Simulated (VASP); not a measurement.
Input of a VASP 6.6.1 run:

File INCAR:

```
SYSTEM = Ge
ALGO = Normal ; EDIFF = 1E-6
ENCUT = 500 ; GGA = LIBXC
GGA_COMPAT = .FALSE. ; ISIF = 2
ISMEAR = 0 ; ISPIN = 2
LASPH = .TRUE. ; LCHARG = .TRUE.
LELF = .TRUE. ; LIBXC1 = GGA_X_PBE
LIBXC2 = GGA_C_PBE_SOL ; LORBIT = 11
LREAL = .FALSE. ; LVHAR = .TRUE.
LWAVE = .FALSE. ; MAGMOM = 0.5 -0.5
NBANDS = 25 ; NELM = 200
PREC = Accurate ; SIGMA = 0.15
```

Contents of KPOINTS:

```
k-points
0
G
  8 8 8
  0 0 0
```

The input POSCAR:

```
Ge
1.0
    0.0000000000      2.7906767997      2.7906767997
    2.7906767997      0.0000000000      2.7906767997
    2.7906767997      2.7906767997      0.0000000000
Ge
2
Direct
    0.7500000000      0.7500000000      0.7500000000
    0.5000000000      0.5000000000      0.5000000000
```

Potentials or basis: VASP PAW PBE potentials, release 64 (Ge_d).

The run is started by

```bash
$ cat potpaw_PBE.64/Ge_d/POTCAR > POTCAR
$ mpirun -np 1 vasp_std > vasp.out
```

(1) Estimate the net moment.

(2) Predict the band gap on the k mesh.

(3) What does it give for the pressure?

Answers

(1) 0.00 μB per cell.

(2) 0.29 eV (least direct gap 0.33 eV).

(3) 7.6 GPa.

Caveat: the cell stands under pressure; the PAW data sets were made with another functional, which shifts forces and pressure a little.
